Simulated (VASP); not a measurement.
# AlGa3N4 (P-42m) in VASP: single point with PBEsol

Aim: the single point of AlGa3N4 with PBEsol.

Program: VASP 6.6.1. These are calculated values, not measurements. Logs are shortened: lines on timing, memory, paths and dates and some standing lists are left out, and cuts for length are marked.

## 1. The cell of the first run

It takes space group P-42m (No. 111, tetragonal). The conventional cell has a = 4.602 Å, b = 4.602 Å, c = 4.314 Å, α = 90.00°, β = 90.00°, γ = 90.00°. Within 2.5 Å of Al (site symmetry -42m) lie 4 N at 1.91 Å. Within 2.6 Å of Ga (site symmetry -42m) lie 4 N at 1.96 Å. Within 2.6 Å of Ga (site symmetry 222) lie 4 N at 1.97 Å. N (site symmetry m) has 1 Al at 1.91 Å and 3 Ga at 1.96 to 1.97 Å within 2.5 Å.

## 2. Single point, PBEsol (biaxial strain in the a-b plane: +3.0 %, then relaxed in part)

The input, INCAR:

```
SYSTEM = AlGa3N4
PREC     = Accurate       ! precision mode
ENCUT    = 520            ! plane-wave cutoff, eV
EDIFF    = 1E-7           ! SCF threshold, eV
ISMEAR   = 0              ! smearing method
SIGMA    = 0.02           ! smearing width, eV
LREAL    = .False.        ! projectors in reciprocal space
LASPH    = .True.         ! aspherical terms in the spheres
NELM     = 100            ! most SCF steps
ALGO     = Normal         ! electronic algorithm
ISIF     = 2              ! what is computed and relaxed
LWAVE    = .False.        ! write WAVECAR
LCHARG   = .False.        ! write CHGCAR
GGA      = PS             ! functional
NBANDS   = 41             ! bands
```

The input, KPOINTS:

```
Automatic mesh
0
Gamma
  6 6 6
  0 0 0
```

The input, POSCAR:

```
AlGa3N4
1.0
    4.6016567581      0.0000000000      0.0000000000
    0.0000000000      4.6016567581      0.0000000000
    0.0000000000      0.0000000000      4.3135642029
Al Ga N
1 3 4
Direct
    0.0000000000      0.0000000000      0.0000000000
    0.5000000000      0.5000000000      0.0000000000
    0.5000000000      0.0000000000      0.5000000000
    0.0000000000      0.5000000000      0.5000000000
    0.7547587074      0.7547587074      0.2444054606
    0.7547587074      0.2452412926      0.7555945394
    0.2452412926      0.7547587074      0.7555945394
    0.2452412926      0.2452412926      0.2444054606
```

Potentials or basis: VASP PAW PBE potentials, release 64 (Al, Ga_d, N).

Run with:

```
cat potpaw_PBE.64/Al/POTCAR potpaw_PBE.64/Ga_d/POTCAR potpaw_PBE.64/N/POTCAR > POTCAR
mpirun -np 1 vasp_std > vasp.out
```

OUTCAR:

```text
SYSTEM = AlGa3N4
   PREC = Accurate
   ENCUT = 520
   EDIFF = 1E-7
   ISMEAR = 0
   LREAL = .False.
   LASPH = .True.
   NELM = 100
   ISIF = 2
   GGA = PS

 ion  position               nearest neighbor table
   1  0.000  0.000  0.000-   5 1.91   6 1.91   7 1.91   8 1.91
   2  0.500  0.500  0.000-   5 1.96   6 1.96   7 1.96   8 1.96
   3  0.500  0.000  0.500-   5 1.97   6 1.97   7 1.97   8 1.97
   4  0.000  0.500  0.500-   5 1.97   6 1.97   7 1.97   8 1.97
   5  0.755  0.755  0.244-   1 1.91   2 1.96   3 1.97   4 1.97
   6  0.755  0.245  0.756-   1 1.91   2 1.96   3 1.97   4 1.97
   7  0.245  0.755  0.756-   1 1.91   2 1.96   3 1.97   4 1.97
   8  0.245  0.245  0.244-   1 1.91   2 1.96   3 1.97   4 1.97

  LATTYP: Found a simple tetragonal cell.
 ALAT       =     4.6016567581
 C/A-ratio  =     0.9373937322

  Lattice vectors:

 A1 = (   4.6016567581,   0.0000000000,   0.0000000000)
 A2 = (   0.0000000000,   4.6016567581,   0.0000000000)
 A3 = (   0.0000000000,   0.0000000000,   4.3135642029)

Analysis of symmetry for initial positions (statically):
=====================================================================
 Subroutine PRICEL returns:
 Original cell was already a primitive cell.

 Routine SETGRP: Setting up the symmetry group for a
 simple tetragonal supercell.

 Subroutine GETGRP returns: Found  8 space group operations
 (whereof  8 operations were pure point group operations)
 out of a pool of 16 trial point group operations.

The static configuration has the point symmetry D_2d.

Analysis of symmetry for dynamics (positions and initial velocities):
=====================================================================
 Subroutine PRICEL returns:
 Original cell was already a primitive cell.

 Routine SETGRP: Setting up the symmetry group for a
 simple tetragonal supercell.

 Subroutine GETGRP returns: Found  8 space group operations
 (whereof  8 operations were pure point group operations)
 out of a pool of 16 trial point group operations.

The dynamic configuration has the point symmetry D_2d.

 Subroutine INISYM returns: Found  8 space group operations
 (whereof  8 operations are pure point group operations),
 and found     1 'primitive' translations

----------------------------------------------------------------------------------------

                                     Primitive cell

  volume of cell :      91.3408

  direct lattice vectors                    reciprocal lattice vectors
     4.601656758  0.000000000  0.000000000     0.217313036  0.000000000  0.000000000
     0.000000000  4.601656758  0.000000000     0.000000000  0.217313036  0.000000000
     0.000000000  0.000000000  4.313564203     0.000000000  0.000000000  0.231826850

  length of vectors
     4.601656758  4.601656758  4.313564203     0.217313036  0.217313036  0.231826850

  position of ions in fractional coordinates (direct lattice)
     0.000000000  0.000000000  0.000000000
     0.500000000  0.500000000  0.000000000
     0.500000000  0.000000000  0.500000000
     0.000000000  0.500000000  0.500000000
     0.754758707  0.754758707  0.244405461
     0.754758707  0.245241293  0.755594539
     0.245241293  0.754758707  0.755594539
     0.245241293  0.245241293  0.244405461

  ion indices of the primitive-cell ions
   primitive index   ion index
                 1           1
                 2           2
                 3           3
                 4           4
                 5           5
                 6           6
                 7           7
                 8           8

----------------------------------------------------------------------------------------

 KPOINTS: Automatic mesh

Automatic generation of k-mesh.
 Grid dimensions read from file:
 generate k-points for:    6    6    6

 Generating k-lattice:

  Cartesian coordinates                     Fractional coordinates (reciprocal lattice)
     0.036218839  0.000000000  0.000000000     0.166666667  0.000000000  0.000000000
     0.000000000  0.036218839  0.000000000     0.000000000  0.166666667  0.000000000
     0.000000000  0.000000000  0.038637808     0.000000000  0.000000000  0.166666667

  Length of vectors
     0.036218839  0.036218839  0.038637808

  Shift w.r.t. Gamma in fractional coordinates (k-lattice)
     0.000000000  0.000000000  0.000000000

 Subroutine IBZKPT returns following result:
 ===========================================

 Found     40 irreducible k-points:

 Following reciprocal coordinates:
            Coordinates               Weight
  0.000000  0.000000  0.000000      1.000000
  0.166667  0.000000  0.000000      4.000000
  0.333333  0.000000  0.000000      4.000000
  0.500000  0.000000  0.000000      2.000000
  0.166667  0.166667  0.000000      4.000000
  0.333333  0.166667  0.000000      8.000000
[... 16 lines left out ...]
  0.333333  0.000000  0.333333      8.000000
  0.500000  0.000000  0.333333      4.000000
 [... further k-points ...]
   k-points           NKPTS =     40   k-points in BZ     NKDIM =     40   number of bands    NBANDS=     41
   number of dos      NEDOS =    301   number of ions     NIONS =      8
   total plane-waves  NPLWV =  41472
   dimension x,y,z NGX =    36 NGY =   36 NGZ =   32
   dimension x,y,z NGXF=    72 NGYF=   72 NGZF=   64
   ions per type =               1   3   4
   NGX,Y,Z   is equivalent  to a cutoff of  13.01, 13.01, 12.33 a.u.
   NGXF,Y,Z  is equivalent  to a cutoff of  26.01, 26.01, 24.67 a.u.
 SYSTEM =  AlGa3N4
   PREC   = accura    normal or accurate (medium, high low for compatibility)
   ISTART =      0    job   : 0-new  1-cont  2-samecut
   ICHARG =      2    charge: 1-file 2-atom 10-const
   ISPIN  =      1    spin polarized calculation?
   LNONCOLLINEAR =      F non collinear calculations
   LSORBIT =      F    spin-orbit coupling
   LASPH  =      T    aspherical Exc in radial PAW
   ENCUT  =  520.0 eV  38.22 Ry    6.18 a.u.   8.56  8.56  8.02*2*pi/ulx,y,z
   NELM   =    100;   NELMIN=  2; NELMDL= -5     # of ELM steps
   EDIFF  = 0.1E-06   stopping-criterion for ELM
   LREAL  =      F    real-space projection
   EDIFFG = 0.1E-05   stopping-criterion for IOM
   NSW    =      0    number of steps for IOM
   IBRION =     -1    ionic relax: 0-MD 1-quasi-New 2-CG
   NFREE  =      0    steps in history (QN), initial steepest desc. (CG)
   ISIF   =      2    stress and relaxation
   ISYM   =      2    0-nonsym 1-usesym 2-fastsym
   POTIM  = 0.5000    time-step for ionic-motion
   TEBEG  =    0.0;   TEEND  =   0.0 temperature during run
   PSTRESS=    0.0 pullay stress
   NELECT =      62.0000    total number of electrons
   NUPDOWN=      -1.0000    fix difference up-down
   EMIN   =  10.00;   EMAX   =-10.00  energy-range for DOS
   EFERMI =   0.00;   METHOD = LEGACY
   ISMEAR =     0;   SIGMA  =   0.02  broadening in eV -4-tet -1-fermi 0-gaus
   EFERMI_NEDOS =   21; number of points for ismear=-14 and -15
   IALGO  =     38    algorithm
   IMIX   =      4    mixing-type and parameters
     AMIX     =   0.40;   BMIX     =  1.00
     AMIX_MAG =   1.60;   BMIX_MAG =  1.00
  volume/ion in A,a.u.               =      11.42        77.05
  Fermi-wavevector in a.u.,A,eV,Ry     =   1.438745  2.718834 28.163885  2.069987
  Thomas-Fermi vector in A             =   2.557678
   LORBIT       =      0    0 simple, 1 ext, 2 COOP (PROOUT), +10 PAW based schemes
   GGA     = PS    functional components
   LHFCALC =     F    Hartree Fock is set to
   AEXX    =    0.0000 exact exchange contribution
   IVDW    =     0    specifies the selected vdW correction
   LEPSILON=     F    determine dielectric tensor
   LRPA    =     F    only Hartree local field effects (RPA)
 non-spin polarized calculation
 Gauss-broadening in eV      SIGMA  =   0.02
  energy-cutoff  :      520.00
  volume of cell :       91.34
 maximum number of plane-waves:      2480
 NGX is ok and might be reduce to    36
   NGX = 17   NGY = 17   NGZ = 17

 number of electron      62.0000065 magnetization

 Free energy of the ion-electron system (eV)
  ---------------------------------------------------
  ext. energy  EPLUGINS =         0.00000000
  ---------------------------------------------------
  free energy    TOTEN  =       -54.84544290 eV

  energy without entropy =      -54.84544290  energy(sigma->0) =      -54.84544290

 E-fermi :   5.4042     XC(G=0): -11.6243

 val. band max:        5.2354864988   @ k =   0.0000   0.0000   0.0000
 cond. band min:       7.2008952232   @ k =   0.0000   0.0000   0.0000
 fundamental gap:      1.9654087244
 Fermi energy:         5.4042049286

 k-point     1 :       0.0000    0.0000    0.0000
  band No.  band energies     occupation
      1     -10.4242      2.00000
      2      -9.2303      2.00000
      3      -9.2303      2.00000
      4      -9.2221      2.00000
      5      -8.0491      2.00000
      6      -8.0404      2.00000
[... 33 lines left out ...]
     40      15.7382      0.00000
     41      15.7390      0.00000

 k-point     2 :       0.1667    0.0000    0.0000
  band No.  band energies     occupation
      1     -10.3193      2.00000
      2      -9.2655      2.00000
      3      -9.2350      2.00000
      4      -9.2182      2.00000
      5      -8.0475      2.00000
      6      -8.0364      2.00000
[... 33 lines left out ...]
     40      15.6641      0.00000
     41      16.1271      0.00000

 k-point     3 :       0.3333    0.0000    0.0000
  band No.  band energies     occupation
      1     -10.0383      2.00000
      2      -9.3956      2.00000
      3      -9.2407      2.00000
      4      -9.2139      2.00000
      5      -8.0197      2.00000
      6      -8.0185      2.00000
[... 33 lines left out ...]
     40      15.8651      0.00000
     41      15.9688      0.00000

 k-point     4 :       0.5000    0.0000    0.0000
  band No.  band energies     occupation
      1      -9.7433      2.00000
      2      -9.6087      2.00000
      3      -9.2431      2.00000
      4      -9.2122      2.00000
      5      -7.9936      2.00000
      6      -7.9871      2.00000
[... 825 lines left out ...]
     40      15.4875      0.00000
     41      15.9893      0.00000

 k-point    23 :       0.3333    0.0000    0.3333
  band No.  band energies     occupation
      1      -9.7501      2.00000
      2      -9.3626      2.00000
      3      -9.3091      2.00000
      4      -9.2644      2.00000
      5      -8.0338      2.00000
      6      -8.0117      2.00000
[... 33 lines left out ...]
     40      14.6130      0.00000
     41      14.7000      0.00000

 k-point    24 :       0.5000    0.0000    0.3333
  band No.  band energies     occupation
      1      -9.5956      2.00000
      2      -9.4571      2.00000
      3      -9.2962      2.00000
      4      -9.2835      2.00000
      5      -8.0228      2.00000
      6      -8.0205      2.00000
[... 33 lines left out ...]
     40      14.2443      0.00000
     41      14.3053      0.00000

 [... further k-points ...]
[... 5 lines left out ...]
  --------------------------------------------------------------------------------------
  -------------------------------------------------------------------------------------
  Total       -4.0797579     -4.0797579     -0.0634937      0.0000000      0.0000000      0.0000000
  in kB      -71.5616369    -71.5616369     -1.1137208      0.0000000      0.0000000      0.0000000
  external PRESSURE =     -48.0789982 kB  Pullay stress =       0.0000000 kB

 VOLUME and BASIS-vectors are now :
 -----------------------------------------------------------------------------
  energy-cutoff  :      520.00
  volume of cell :       91.34
      direct lattice vectors                 reciprocal lattice vectors
     4.601656758  0.000000000  0.000000000     0.217313036  0.000000000  0.000000000
     0.000000000  4.601656758  0.000000000     0.000000000  0.217313036  0.000000000
     0.000000000  0.000000000  4.313564203     0.000000000  0.000000000  0.231826850

 POSITION                                       TOTAL-FORCE (eV/Angst)
 -----------------------------------------------------------------------------------
      0.00000      0.00000      0.00000        -0.000000      0.000000     -0.000000
      2.30083      2.30083      0.00000        -0.000000     -0.000000     -0.000000
      2.30083      0.00000      2.15678        -0.000000      0.000000     -0.000000
      0.00000      2.30083      2.15678        -0.000000      0.000000     -0.000000
      3.47314      3.47314      1.05426        -0.003004     -0.003004      0.002910
      3.47314      1.12852      3.25931        -0.003004      0.003004     -0.002910
      1.12852      3.47314      3.25931         0.003004     -0.003004     -0.002910
      1.12852      1.12852      1.05426         0.003004      0.003004      0.002910
 -----------------------------------------------------------------------------------
    total drift:                                0.000000      0.000000     -0.000000

  FREE ENERGIE OF THE ION-ELECTRON SYSTEM (eV)
  ---------------------------------------------------
  free  energy   TOTEN  =       -54.8454428986 eV

  energy  without entropy=      -54.8454428986  energy(sigma->0) =      -54.84544290
```

It took 2.1 min on 1 thread of Intel Xeon Platinum 8259CL at 2.50GHz (Skylake/Cascade Lake), shared host; peak memory 0.27 GiB.

What came out:

```
Free energy            : -54.8454 eV
Pressure               : -4.8 GPa
Largest force          : 0.005 eV/Å
Band gap on the k mesh : 1.97 eV, direct
```

Forces on the atoms (eV/Å):
```
Al   0.000  0.000  0.000
Ga   0.000  0.000  0.000
Ga   0.000  0.000  0.000
Ga   0.000  0.000  0.000
N   -0.003 -0.003  0.003
N   -0.003  0.003 -0.003
N    0.003 -0.003 -0.003
N    0.003  0.003  0.003
```

Caveat: the cell differs from its parent crystal (biaxial strain in the a-b plane: +3.0 %, then relaxed in part); the PAW data sets were made with another functional, which shifts forces and pressure a little.
